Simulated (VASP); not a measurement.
# WS2 (R3m) in VASP: single point with PBE+D3(BJ)

Aim: the single point of WS2 with PBE+D3(BJ).

All numbers are computed with VASP 6.6.1; they aren't measurements. Logs are shortened: lines on timing, memory, paths and dates and some standing lists are left out, and cuts for length are marked.

### Step 1. The cell of the first run

The structure is trigonal, space group R3m (No. 160). Conventional cell: a = 3.158 Å, b = 3.158 Å, c = 18.490 Å, α = 90.00°, β = 90.00°, γ = 120.00°. Within 3.2 Å of W (site symmetry 3m) lie 6 S at 2.39 to 2.42 Å and 6 W at 3.16 Å. Within 3.2 Å of S (site symmetry 3m) lie 3 W at 2.39 Å and 7 S at 3.13 to 3.16 Å. S (site symmetry 3m) has 3 W at 2.42 Å and 7 S at 3.13 to 3.16 Å within 3.2 Å.

### Step 2. Single point, PBE+D3(BJ)

The input, INCAR:

```
SYSTEM = WS2
ALGO = Normal
EDIFF = 1E-6
ENCUT = 520
GGA = PE
ISIF = 2
ISMEAR = 0
ISYM = 0
IVDW = 12
LASPH = .True.
LCHARG = .True.
LELF = .True.
LREAL = Auto
LVHAR = .True.
LWAVE = .False.
NBANDS = 93
NELM = 100
PREC = Accurate
SIGMA = 0.1
```

The input, KPOINTS:

```
Automatic mesh
0
Gamma
  2 2 2
  0.5 0.5 0.5
```

The input, POSCAR:

```
WS2
1.0
   -6.3160015371      0.0000000000      0.0000000000
   -1.5790003843      0.9116362969      6.1633300000
   -1.5790003843      8.2047266722      0.0000000000
W S
6 12
Direct
    0.5000000000      0.0000000000      0.0000000000
    0.6666666667      0.0000000000      0.3333333333
    0.8333333333      0.0000000000      0.6666666667
    0.0000000000      0.0000000000      0.0000000000
    0.1666666667      0.0000000000      0.3333333333
    0.3333333333      0.0000000000      0.6666666667
    0.9998000000      0.2509000000      0.7499000000
    0.1664666667      0.2509000000      0.0832333333
    0.3331333333      0.2509000000      0.4165666667
    0.4998000000      0.2509000000      0.7499000000
    0.6664666667      0.2509000000      0.0832333333
    0.8331333333      0.2509000000      0.4165666667
    0.1126666667      0.7430000000      0.8063333333
    0.2793333333      0.7430000000      0.1396666667
    0.4460000000      0.7430000000      0.4730000000
    0.6126666667      0.7430000000      0.8063333333
    0.7793333333      0.7430000000      0.1396666667
    0.9460000000      0.7430000000      0.4730000000
```

Potentials or basis: VASP PAW PBE potentials, release 64 (W_sv, S).

The run is started by

```
$ cat potpaw_PBE.64/W_sv/POTCAR potpaw_PBE.64/S/POTCAR > POTCAR
$ mpirun -np 1 vasp_std > vasp.out
```

OUTCAR:

```text
SYSTEM = WS2
   EDIFF = 1E-6
   ENCUT = 520
   GGA = PE
   ISIF = 2
   ISMEAR = 0
   ISYM = 0
   IVDW = 12
   LASPH = .True.
   LREAL = Auto
   NELM = 100
   PREC = Accurate
 IVDW          = 12

 ion  position               nearest neighbor table
   1  0.500  0.000  0.000-   8 2.39  10 2.39  11 2.39  17 2.42  16 2.42  14 2.42   3 3.16   5 3.16
                             2 3.16   6 3.16   4 3.16   4 3.16
   2  0.667  0.000  0.333-  11 2.39  12 2.39   9 2.39  17 2.42  18 2.42  15 2.42   4 3.16   1 3.16
                             5 3.16   5 3.16   3 3.16   6 3.16
   3  0.833  0.000  0.667-  10 2.39  12 2.39   7 2.39  16 2.42  13 2.42  18 2.42   1 3.16   4 3.16
                             6 3.16   6 3.16   2 3.16   5 3.16
   4  0.000  0.000  0.000-  11 2.39   7 2.39   8 2.39  14 2.42  13 2.42  17 2.42   2 3.16   6 3.16
                             5 3.16   3 3.16   1 3.16   1 3.16
   5  0.167  0.000  0.333-   8 2.39   9 2.39  12 2.39  14 2.42  15 2.42  18 2.42   1 3.16   4 3.16
                             2 3.16   2 3.16   6 3.16   3 3.16
   6  0.333  0.000  0.667-   7 2.39   9 2.39  10 2.39  13 2.42  16 2.42  15 2.42   4 3.16   1 3.16
                             3 3.16   3 3.16   5 3.16   2 3.16
   7  1.000  0.251  0.750-   6 2.39   4 2.39   3 2.39
   8  0.166  0.251  0.083-   1 2.39   5 2.39   4 2.39
   9  0.333  0.251  0.417-   6 2.39   5 2.39   2 2.39
  10  0.500  0.251  0.750-   3 2.39   1 2.39   6 2.39
  11  0.666  0.251  0.083-   4 2.39   2 2.39   1 2.39
  12  0.833  0.251  0.417-   3 2.39   2 2.39   5 2.39
  13  0.113  0.743  0.806-   6 2.42   3 2.42   4 2.42
  14  0.279  0.743  0.140-   5 2.42   4 2.42   1 2.42
  15  0.446  0.743  0.473-   5 2.42   6 2.42   2 2.42
  16  0.613  0.743  0.806-   3 2.42   6 2.42   1 2.42
  17  0.779  0.743  0.140-   2 2.42   1 2.42   4 2.42
  18  0.946  0.743  0.473-   2 2.42   3 2.42   5 2.42

IMPORTANT INFORMATION: All symmetrisations will be switched off!
NOSYMM: (Re-)initialisation of all symmetry stuff for point group C_1.

----------------------------------------------------------------------------------------

                                     Primitive cell

  volume of cell :     319.3903

  direct lattice vectors                    reciprocal lattice vectors
    -6.316001537  0.000000000  0.000000000    -0.158328017 -0.030470241 -0.036055545
    -1.579000384  0.911636297  6.163330000     0.000000000  0.000000000  0.162249953
    -1.579000384  8.204726672  0.000000000     0.000000000  0.121880964 -0.018027773

  length of vectors
     6.316001537  6.427360239  8.355284674     0.165215614  0.162249953  0.123207021

  position of ions in fractional coordinates (direct lattice)
     0.500000000  0.000000000  0.000000000
     0.666666667  0.000000000  0.333333333
     0.833333333  0.000000000  0.666666667
     0.000000000  0.000000000  0.000000000
     0.166666667  0.000000000  0.333333333
     0.333333333  0.000000000  0.666666667
[... 10 lines left out ...]
     0.779333333  0.743000000  0.139666667
     0.946000000  0.743000000  0.473000000

  ion indices of the primitive-cell ions
   primitive index   ion index
                 1           1
                 2           2
                 3           3
                 4           4
                 5           5
                 6           6
[... 10 lines left out ...]
                17          17
                18          18

----------------------------------------------------------------------------------------

 KPOINTS: Automatic mesh

Automatic generation of k-mesh.
 Grid dimensions read from file:
 generate k-points for:    2    2    2

 Generating k-lattice:

  Cartesian coordinates                     Fractional coordinates (reciprocal lattice)
    -0.079164009 -0.015235121 -0.018027773     0.500000000  0.000000000  0.000000000
     0.000000000  0.000000000  0.081124976     0.000000000  0.500000000  0.000000000
     0.000000000  0.060940482 -0.009013886     0.000000000 -0.000000000  0.500000000

  Length of vectors
     0.082607807  0.081124976  0.061603511

  Shift w.r.t. Gamma in fractional coordinates (k-lattice)
     0.500000000  0.500000000  0.500000000

 Subroutine IBZKPT returns following result:
 ===========================================

 Found      4 irreducible k-points:

 Following reciprocal coordinates:
            Coordinates               Weight
  0.250000  0.250000  0.250000      2.000000
 -0.250000  0.250000  0.250000      2.000000
  0.250000 -0.250000  0.250000      2.000000
 -0.250000 -0.250000  0.250000      2.000000
   k-points           NKPTS =      4   k-points in BZ     NKDIM =      4   number of bands    NBANDS=     93
   number of dos      NEDOS =    301   number of ions     NIONS =     18
   total plane-waves  NPLWV = 147456
   dimension x,y,z NGX =    48 NGY =   48 NGZ =   64
   dimension x,y,z NGXF=    96 NGYF=   96 NGZF=  128
   ions per type =               6  12
   NGX,Y,Z   is equivalent  to a cutoff of  12.63, 12.42, 12.73 a.u.
   NGXF,Y,Z  is equivalent  to a cutoff of  25.27, 24.83, 25.47 a.u.
 SYSTEM =  WS2
   PREC   = accura    normal or accurate (medium, high low for compatibility)
   ISTART =      0    job   : 0-new  1-cont  2-samecut
   ICHARG =      2    charge: 1-file 2-atom 10-const
   ISPIN  =      1    spin polarized calculation?
   LNONCOLLINEAR =      F non collinear calculations
   LSORBIT =      F    spin-orbit coupling
   LASPH  =      T    aspherical Exc in radial PAW
   ENCUT  =  520.0 eV  38.22 Ry    6.18 a.u.  11.74 11.95 15.54*2*pi/ulx,y,z
   NELM   =    100;   NELMIN=  2; NELMDL= -5     # of ELM steps
   EDIFF  = 0.1E-05   stopping-criterion for ELM
   LREAL  =      T    real-space projection
   EDIFFG = 0.1E-04   stopping-criterion for IOM
   NSW    =      0    number of steps for IOM
   IBRION =     -1    ionic relax: 0-MD 1-quasi-New 2-CG
   NFREE  =      0    steps in history (QN), initial steepest desc. (CG)
   ISIF   =      2    stress and relaxation
   ISYM   =      0    0-nonsym 1-usesym 2-fastsym
   POTIM  = 0.5000    time-step for ionic-motion
   TEBEG  =    0.0;   TEEND  =   0.0 temperature during run
   PSTRESS=    0.0 pullay stress
   NELECT =     156.0000    total number of electrons
   NUPDOWN=      -1.0000    fix difference up-down
   EMIN   =  10.00;   EMAX   =-10.00  energy-range for DOS
   EFERMI =   0.00;   METHOD = LEGACY
   ISMEAR =     0;   SIGMA  =   0.10  broadening in eV -4-tet -1-fermi 0-gaus
   EFERMI_NEDOS =   21; number of points for ismear=-14 and -15
   IALGO  =     38    algorithm
   IMIX   =      4    mixing-type and parameters
     AMIX     =   0.40;   BMIX     =  1.00
     AMIX_MAG =   1.60;   BMIX_MAG =  1.00
  volume/ion in A,a.u.               =      17.74       119.74
  Fermi-wavevector in a.u.,A,eV,Ry     =   1.289266  2.436359 22.615688  1.662206
  Thomas-Fermi vector in A             =   2.421169
   LORBIT       =      0    0 simple, 1 ext, 2 COOP (PROOUT), +10 PAW based schemes
   GGA     = PE    functional components
   LHFCALC =     F    Hartree Fock is set to
   AEXX    =    0.0000 exact exchange contribution
   IVDW    =    12    specifies the selected vdW correction
   LEPSILON=     F    determine dielectric tensor
   LRPA    =     F    only Hartree local field effects (RPA)
 non-spin polarized calculation
 Gauss-broadening in eV      SIGMA  =   0.10
  energy-cutoff  :      520.00
  volume of cell :      319.39
 maximum number of plane-waves:      8614
 NGX is ok and might be reduce to    48
   NGX = 23   NGY = 23   NGZ = 31

 number of electron     155.9999993 magnetization

 Free energy of the ion-electron system (eV)
  ---------------------------------------------------
  ext. energy  EPLUGINS =         0.00000000
  ---------------------------------------------------
  free energy    TOTEN  =      -141.53997529 eV

  energy without entropy =     -141.53997529  energy(sigma->0) =     -141.53997529

 E-fermi :   7.5273     XC(G=0): -10.9431

 val. band max:        6.9579525363   @ k =   0.2500  -0.2500   0.2500
 cond. band min:       8.5742296370   @ k =  -0.2500   0.2500   0.2500
 fundamental gap:      1.6162771007
 Fermi energy:         7.5272903951

 k-point     1 :       0.2500    0.2500    0.2500
  band No.  band energies     occupation
      1     -67.1425      2.00000
      2     -67.1334      2.00000
      3     -67.1301      2.00000
      4     -67.1293      2.00000
      5     -67.1277      2.00000
      6     -67.1244      2.00000
[... 82 lines left out ...]
     89      10.0153      0.00000
     90      10.0629      0.00000

 k-point     2 :      -0.2500    0.2500    0.2500
  band No.  band energies     occupation
      1     -67.1414      2.00000
      2     -67.1357      2.00000
      3     -67.1315      2.00000
      4     -67.1266      2.00000
      5     -67.1265      2.00000
      6     -67.1258      2.00000
[... 82 lines left out ...]
     89      10.0233      0.00000
     90      10.1802      0.00000

 k-point     3 :       0.2500   -0.2500    0.2500
  band No.  band energies     occupation
      1     -67.1425      2.00000
      2     -67.1334      2.00000
      3     -67.1301      2.00000
      4     -67.1293      2.00000
      5     -67.1277      2.00000
      6     -67.1244      2.00000
[... 82 lines left out ...]
     89       9.8165      0.00000
     90      10.0909      0.00000

 k-point     4 :      -0.2500   -0.2500    0.2500
  band No.  band energies     occupation
      1     -67.1414      2.00000
      2     -67.1357      2.00000
      3     -67.1315      2.00000
      4     -67.1266      2.00000
      5     -67.1265      2.00000
      6     -67.1258      2.00000
[... 82 lines left out ...]
     89      10.0719      0.00000
     90      10.1130      0.00000
 [bands above 90 left out]

------------------------ aborting loop because EDIFF is reached ----------------------------------------

 Edisp (eV)   -7.68425

 E8    (eV) :    -3.2288

  FORCE on cell =-STRESS in cart. coord.  units (eV):
  Direction    XX          YY          ZZ          XY          YZ          ZX
  --------------------------------------------------------------------------------------
  -------------------------------------------------------------------------------------
  Total       1.14805     0.98578     1.87030    -0.00886     0.00939    -0.00860
  in kB       5.75902     4.94505     9.38209    -0.04446     0.04709    -0.04314
  external pressure =        6.70 kB  Pullay stress =        0.00 kB

 VOLUME and BASIS-vectors are now :
 -----------------------------------------------------------------------------
  energy-cutoff  :      520.00
  volume of cell :      319.39
      direct lattice vectors                 reciprocal lattice vectors
    -6.316001537  0.000000000  0.000000000    -0.158328017 -0.030470241 -0.036055545
    -1.579000384  0.911636297  6.163330000     0.000000000  0.000000000  0.162249953
    -1.579000384  8.204726672  0.000000000     0.000000000  0.121880964 -0.018027773

 POSITION                                       TOTAL-FORCE (eV/Angst)
 -----------------------------------------------------------------------------------
     -3.15800      0.00000      0.00000         0.001150     -0.024977     -0.609474
     -4.73700      2.73491      0.00000         0.000297     -0.023610     -0.609137
     -6.31600      5.46982      0.00000         0.001743     -0.026344     -0.609803
      0.00000      0.00000      0.00000         0.001171     -0.024988     -0.609509
     -1.57900      2.73491      0.00000         0.000209     -0.023594     -0.609142
     -3.15800      5.46982      0.00000         0.001682     -0.026356     -0.609786
[... 10 lines left out ...]
     -6.31600      1.82327      4.57935         0.010662     -0.000804      0.066099
     -7.89500      4.55818      4.57935         0.010816     -0.001842      0.068124
 -----------------------------------------------------------------------------------
    total drift:                               -0.002487     -0.002776     -0.011508

  FREE ENERGIE OF THE ION-ELECTRON SYSTEM (eV)
  ---------------------------------------------------
  free  energy   TOTEN  =      -149.2242286235 eV

  energy  without entropy=     -149.2242286235  energy(sigma->0) =     -149.22422862
```

Wall time 3.7 min (1 thread of Intel Xeon Platinum 8259CL at 2.50GHz (Skylake/Cascade Lake), shared host); peak memory 0.38 GiB.

What came out:

| Quantity | Value |
| --- | --- |
| Free energy | -149.2242 eV |
| Pressure | 0.7 GPa |
| Largest force | 0.610 eV/Å |
| Band gap on the k mesh | 1.62 eV |
| Dispersion energy per atom | -0.427 eV |

Forces in eV/Å, atoms in the order of the input:
```
W    0.001 -0.025 -0.609
W    0.000 -0.024 -0.609
W    0.002 -0.026 -0.610
W    0.001 -0.025 -0.610
W    0.000 -0.024 -0.609
W    0.002 -0.026 -0.610
S   -0.012  0.025  0.543
S   -0.013  0.029  0.543
S   -0.013  0.022  0.540
S   -0.012  0.025  0.542
S   -0.013  0.029  0.543
S   -0.013  0.022  0.540
S    0.013  0.001  0.068
S    0.011 -0.001  0.066
S    0.011 -0.002  0.068
S    0.013  0.001  0.068
S    0.011 -0.001  0.066
S    0.011 -0.002  0.068
```

Caveat: spin-orbit coupling is left out, which moves the levels of the heavy elements.
